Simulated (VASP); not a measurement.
# BiTe (P1) in VASP: single point with PBE

Aim: the single point of BiTe with PBE.

All numbers are computed with VASP 6.6.1; they aren't measurements. Logs are shortened: lines on timing, memory, paths and dates and some standing lists are left out, and cuts for length are marked.

### 1 The cell of the first run

The typed cell holds 4 atoms: a = 5.472 Å, b = 5.526 Å, c = 6.391 Å, α = 90.24°, β = 90.43°, γ = 118.56°.

### 2 Single point, PBE (atoms moved at random and the cell strained at random)

Input file INCAR:

```
SYSTEM = BiTe
ALGO = Normal ; EDIFF = 1E-6
ENCUT = 520 ; GGA = PE
ISIF = 2 ; ISMEAR = 0
LASPH = .True. ; LCHARG = .False.
LREAL = .False. ; LWAVE = .False.
NBANDS = 29 ; NELM = 60
PREC = Accurate ; SIGMA = 0.05
```

Input file KPOINTS:

```
k-points
0
Gamma
  8 8 4
  0 0 0
```

Input file POSCAR:

```
BiTe
1.0
    5.4717331611      0.0538976374     -0.0206113652
   -2.6891898573      4.8274622166     -0.0112477388
   -0.0241185389     -0.0291225785      6.3910574530
Bi Te
2 2
Direct
    0.6822409528      0.3428251078      0.0592390513
    0.3143696977      0.6485274794      0.5601240744
    0.6739553893      0.3392045591      0.5600340197
    0.3294339601      0.6694428538      0.0710028546
```

Potentials or basis: VASP PAW PBE potentials, release 64 (Bi_d, Te).

Started as:

```
cat potpaw_PBE.64/Bi_d/POTCAR potpaw_PBE.64/Te/POTCAR > POTCAR
mpirun -np 1 vasp_std > vasp.out
```

OUTCAR:

```text
SYSTEM = BiTe
   EDIFF = 1E-6
   ENCUT = 520
   GGA = PE
   ISIF = 2
   ISMEAR = 0
   LASPH = .True.
   LREAL = .False.
   NELM = 60
   PREC = Accurate

 ion  position               nearest neighbor table
   1  0.682  0.343  0.059-   4 3.11   3 3.19   3 3.20   4 3.21   4 3.27
   2  0.314  0.649  0.560-   3 3.08   4 3.13   3 3.16   4 3.27   3 3.36
   3  0.674  0.339  0.560-   2 3.08   2 3.16   1 3.19   1 3.20   2 3.36
   4  0.329  0.669  0.071-   1 3.11   2 3.13   1 3.21   2 3.27   1 3.27

  LATTYP: Found a triclinic cell.
 ALAT       =     5.4720374240
 B/A-ratio  =     1.7277852095
 C/A-ratio  =     1.1679688603
 COS(alpha) =     0.0019471052
 COS(beta)  =     0.0075850058
 COS(gamma) =     0.8581608775

  Lattice vectors:

 A1 = (   5.4717331611,   0.0538976374,  -0.0206113652)
 A2 = (   8.1609230184,  -4.7735645792,  -0.0093636264)
 A3 = (   0.0241185389,   0.0291225785,  -6.3910574530)

Analysis of symmetry for initial positions (statically):
=====================================================================
 Subroutine PRICEL returns:
 Original cell was already a primitive cell.

 Routine SETGRP: Setting up the symmetry group for a
 triclinic supercell.

 Subroutine GETGRP returns: Found  1 space group operations
 (whereof  1 operations were pure point group operations)
 out of a pool of  2 trial point group operations.

The static configuration has the point symmetry C_1 .

Analysis of symmetry for dynamics (positions and initial velocities):
=====================================================================
 Subroutine PRICEL returns:
 Original cell was already a primitive cell.

 Routine SETGRP: Setting up the symmetry group for a
 triclinic supercell.

 Subroutine GETGRP returns: Found  1 space group operations
 (whereof  1 operations were pure point group operations)
 out of a pool of  2 trial point group operations.

The dynamic configuration has the point symmetry C_1 .

 Subroutine INISYM returns: Found  1 space group operations
 (whereof  1 operations are pure point group operations),
 and found     1 'primitive' translations

----------------------------------------------------------------------------------------

                                     Primitive cell

  volume of cell :     169.7377

  direct lattice vectors                    reciprocal lattice vectors
     5.471733161  0.053897637 -0.020611365     0.181764376  0.101256478  0.001147344
    -2.689189857  4.827462217 -0.011247739    -0.002025848  0.206021827  0.000931149
    -0.024118539 -0.029122578  6.391057453     0.000582631  0.000689137  0.156473968

  length of vectors
     5.472037424  5.525962364  6.391169314     0.208068448  0.206033891  0.156476571

  position of ions in fractional coordinates (direct lattice)
     0.682240953  0.342825108  0.059239051
     0.314369698  0.648527479  0.560124074
     0.673955389  0.339204559  0.560034020
     0.329433960  0.669442854  0.071002855

  ion indices of the primitive-cell ions
   primitive index   ion index
                 1           1
                 2           2
                 3           3
                 4           4

----------------------------------------------------------------------------------------

 KPOINTS: k-points

Automatic generation of k-mesh.
 Grid dimensions read from file:
 generate k-points for:    8    8    4

 Generating k-lattice:

  Cartesian coordinates                     Fractional coordinates (reciprocal lattice)
     0.022720547  0.012657060  0.000143418     0.125000000  0.000000000  0.000000000
    -0.000253231  0.025752728  0.000116394     0.000000000  0.125000000 -0.000000000
     0.000145658  0.000172284  0.039118492     0.000000000  0.000000000  0.250000000

  Length of vectors
     0.026008556  0.025754236  0.039119143

  Shift w.r.t. Gamma in fractional coordinates (k-lattice)
     0.000000000  0.000000000  0.000000000

 Subroutine IBZKPT returns following result:
 ===========================================

 Found    132 irreducible k-points:

 Following reciprocal coordinates:
            Coordinates               Weight
  0.000000  0.000000  0.000000      1.000000
  0.125000  0.000000 -0.000000      2.000000
  0.250000  0.000000 -0.000000      2.000000
  0.375000  0.000000 -0.000000      2.000000
  0.500000  0.000000 -0.000000      1.000000
  0.000000  0.125000 -0.000000      2.000000
[... 16 lines left out ...]
  0.125000  0.375000 -0.000000      2.000000
  0.250000  0.375000  0.000000      2.000000
 [... further k-points ...]
   k-points           NKPTS =    132   k-points in BZ     NKDIM =    132   number of bands    NBANDS=     29
   number of dos      NEDOS =    301   number of ions     NIONS =      4
   total plane-waves  NPLWV =  84672
   dimension x,y,z NGX =    42 NGY =   42 NGZ =   48
   dimension x,y,z NGXF=    84 NGYF=   84 NGZF=   96
   ions per type =               2   2
   NGX,Y,Z   is equivalent  to a cutoff of  12.76, 12.64, 12.49 a.u.
   NGXF,Y,Z  is equivalent  to a cutoff of  25.52, 25.27, 24.97 a.u.
 SYSTEM =  BiTe
   PREC   = accura    normal or accurate (medium, high low for compatibility)
   ISTART =      0    job   : 0-new  1-cont  2-samecut
   ICHARG =      2    charge: 1-file 2-atom 10-const
   ISPIN  =      1    spin polarized calculation?
   LNONCOLLINEAR =      F non collinear calculations
   LSORBIT =      F    spin-orbit coupling
   LASPH  =      T    aspherical Exc in radial PAW
   ENCUT  =  520.0 eV  38.22 Ry    6.18 a.u.  10.17 10.27 11.88*2*pi/ulx,y,z
   NELM   =     60;   NELMIN=  2; NELMDL= -5     # of ELM steps
   EDIFF  = 0.1E-05   stopping-criterion for ELM
   LREAL  =      F    real-space projection
   EDIFFG = 0.1E-04   stopping-criterion for IOM
   NSW    =      0    number of steps for IOM
   IBRION =     -1    ionic relax: 0-MD 1-quasi-New 2-CG
   NFREE  =      0    steps in history (QN), initial steepest desc. (CG)
   ISIF   =      2    stress and relaxation
   ISYM   =      2    0-nonsym 1-usesym 2-fastsym
   POTIM  = 0.5000    time-step for ionic-motion
   TEBEG  =    0.0;   TEEND  =   0.0 temperature during run
   PSTRESS=    0.0 pullay stress
   NELECT =      42.0000    total number of electrons
   NUPDOWN=      -1.0000    fix difference up-down
   EMIN   =  10.00;   EMAX   =-10.00  energy-range for DOS
   EFERMI =   0.00;   METHOD = LEGACY
   ISMEAR =     0;   SIGMA  =   0.05  broadening in eV -4-tet -1-fermi 0-gaus
   EFERMI_NEDOS =   21; number of points for ismear=-14 and -15
   IALGO  =     38    algorithm
   IMIX   =      4    mixing-type and parameters
     AMIX     =   0.40;   BMIX     =  1.00
     AMIX_MAG =   1.60;   BMIX_MAG =  1.00
  volume/ion in A,a.u.               =      42.43       286.36
  Fermi-wavevector in a.u.,A,eV,Ry     =   1.027776  1.942215 14.372157  1.056324
  Thomas-Fermi vector in A             =   2.161738
   LORBIT       =      0    0 simple, 1 ext, 2 COOP (PROOUT), +10 PAW based schemes
   GGA     = PE    functional components
   LHFCALC =     F    Hartree Fock is set to
   AEXX    =    0.0000 exact exchange contribution
   IVDW    =     0    specifies the selected vdW correction
   LEPSILON=     F    determine dielectric tensor
   LRPA    =     F    only Hartree local field effects (RPA)
 non-spin polarized calculation
 Gauss-broadening in eV      SIGMA  =   0.05
  energy-cutoff  :      520.00
  volume of cell :      169.74
 maximum number of plane-waves:      4599
 NGX is ok and might be reduce to    42
   NGX = 21   NGY = 21   NGZ = 23

 number of electron      42.0000002 magnetization

 Free energy of the ion-electron system (eV)
  ---------------------------------------------------
  ext. energy  EPLUGINS =         0.00000000
  ---------------------------------------------------
  free energy    TOTEN  =       -13.73861340 eV

  energy without entropy =      -13.73315183  energy(sigma->0) =      -13.73588261

 E-fermi :   4.5576     XC(G=0):  -8.1672

 val. band max:        4.5432324511   @ k =  -0.3750   0.2500   0.5000
 cond. band min:       4.5613507315   @ k =   0.1250   0.0000   0.2500
 fundamental gap:      0.0181182804
 Fermi energy:         4.5575568149

 k-point     1 :       0.0000    0.0000    0.0000
  band No.  band energies     occupation
      1     -18.7199      2.00000
      2     -18.7072      2.00000
      3     -18.7011      2.00000
      4     -18.6962      2.00000
      5     -18.6820      2.00000
      6     -18.6761      2.00000
[... 21 lines left out ...]
     28       9.0273      0.00000
     29       9.5599      0.00000

 k-point     2 :       0.1250    0.0000   -0.0000
  band No.  band energies     occupation
      1     -18.7197      2.00000
      2     -18.7071      2.00000
      3     -18.7008      2.00000
      4     -18.6960      2.00000
      5     -18.6822      2.00000
      6     -18.6764      2.00000
[... 21 lines left out ...]
     28       8.8564      0.00000
     29       9.4787      0.00000

 k-point     3 :       0.2500    0.0000   -0.0000
  band No.  band energies     occupation
      1     -18.7195      2.00000
      2     -18.7067      2.00000
      3     -18.7001      2.00000
      4     -18.6956      2.00000
      5     -18.6827      2.00000
      6     -18.6773      2.00000
[... 21 lines left out ...]
     28       9.1728      0.00000
     29       9.3634      0.00000

 k-point     4 :       0.3750    0.0000   -0.0000
  band No.  band energies     occupation
      1     -18.7192      2.00000
      2     -18.7063      2.00000
      3     -18.6994      2.00000
      4     -18.6952      2.00000
      5     -18.6832      2.00000
      6     -18.6782      2.00000
[... 21 lines left out ...]
     28       8.9929      0.00000
     29       9.0684      0.00000

 k-point     5 :       0.5000    0.0000   -0.0000
  band No.  band energies     occupation
      1     -18.7191      2.00000
      2     -18.7062      2.00000
      3     -18.6991      2.00000
      4     -18.6950      2.00000
      5     -18.6834      2.00000
      6     -18.6786      2.00000
[... 21 lines left out ...]
     28       8.4914      0.00000
     29       8.8596      0.00000
[... 510 lines left out ...]
     28       9.0864      0.00000
     29       9.2769      0.00000

 k-point    22 :       0.0000    0.3750    0.0000
  band No.  band energies     occupation
      1     -18.7204      2.00000
      2     -18.7076      2.00000
      3     -18.6999      2.00000
      4     -18.6963      2.00000
      5     -18.6815      2.00000
      6     -18.6760      2.00000
[... 21 lines left out ...]
     28       8.8905      0.00000
     29       9.3726      0.00000

 k-point    23 :       0.1250    0.3750   -0.0000
  band No.  band energies     occupation
      1     -18.7203      2.00000
      2     -18.7074      2.00000
      3     -18.6997      2.00000
      4     -18.6961      2.00000
      5     -18.6817      2.00000
      6     -18.6764      2.00000
[... 21 lines left out ...]
     28       8.6589      0.00000
     29       9.1983      0.00000

 k-point    24 :       0.2500    0.3750    0.0000
  band No.  band energies     occupation
      1     -18.7197      2.00000
      2     -18.7075      2.00000
      3     -18.6993      2.00000
      4     -18.6957      2.00000
      5     -18.6826      2.00000
      6     -18.6775      2.00000
[... 21 lines left out ...]
     28       8.6069      0.00000
     29      10.1838      0.00000

 [... further k-points ...]

------------------------ aborting loop because EDIFF is reached ----------------------------------------

  FORCE on cell =-STRESS in cart. coord.  units (eV):
  Direction    XX          YY          ZZ          XY          YZ          ZX
  --------------------------------------------------------------------------------------
  -------------------------------------------------------------------------------------
  Total       -0.2485951     -0.2183555      0.9891310      0.0999061      0.0171634      0.0025595
  in kB       -2.3465232     -2.0610881      9.3365449      0.9430277      0.1620078      0.0241597
  external PRESSURE =       1.6429779 kB  Pullay stress =       0.0000000 kB

 VOLUME and BASIS-vectors are now :
 -----------------------------------------------------------------------------
  energy-cutoff  :      520.00
  volume of cell :      169.74
      direct lattice vectors                 reciprocal lattice vectors
     5.471733161  0.053897637 -0.020611365     0.181764376  0.101256478  0.001147344
    -2.689189857  4.827462217 -0.011247739    -0.002025848  0.206021827  0.000931149
    -0.024118539 -0.029122578  6.391057453     0.000582631  0.000689137  0.156473968

 POSITION                                       TOTAL-FORCE (eV/Angst)
 -----------------------------------------------------------------------------------
      2.80969      1.69002      0.36068         0.051610      0.052129      0.068575
     -0.03738      3.13137      3.56601        -0.054139     -0.016056      0.086598
      2.76201      1.65751      3.56150         0.024779     -0.018729     -0.093786
      0.00060      3.24740      0.43946        -0.022249     -0.017344     -0.061387
 -----------------------------------------------------------------------------------
    total drift:                                0.000231     -0.000657      0.001599

  FREE ENERGIE OF THE ION-ELECTRON SYSTEM (eV)
  ---------------------------------------------------
  free  energy   TOTEN  =       -13.7386134005 eV

  energy  without entropy=      -13.7331518260  energy(sigma->0) =      -13.73588261
```

It took 14 min on 1 thread of Oxide Virtual Turin-like, shared host; peak memory 0.63 GiB.

What came out:

- Free energy: -13.7386 eV
- Pressure: 0.2 GPa
- Largest force: 0.103 eV/Å
- Band gap on the k mesh: zero (band 21 reaches 5.11 eV, above the bottom of band 22 at 4.12 eV)

Forces on the atoms (eV/Å):
```
Bi   0.052  0.052  0.069
Bi  -0.054 -0.016  0.087
Te   0.025 -0.019 -0.094
Te  -0.022 -0.017 -0.061
```

Stress tensor (GPa, compression positive):
```
-0.23  0.09  0.00
 0.09 -0.21  0.02
 0.00  0.02  0.93
```

Caveat: the cell differs from its parent crystal (atoms moved at random and the cell strained at random); spin-orbit coupling is left out, which moves the levels of the heavy elements.
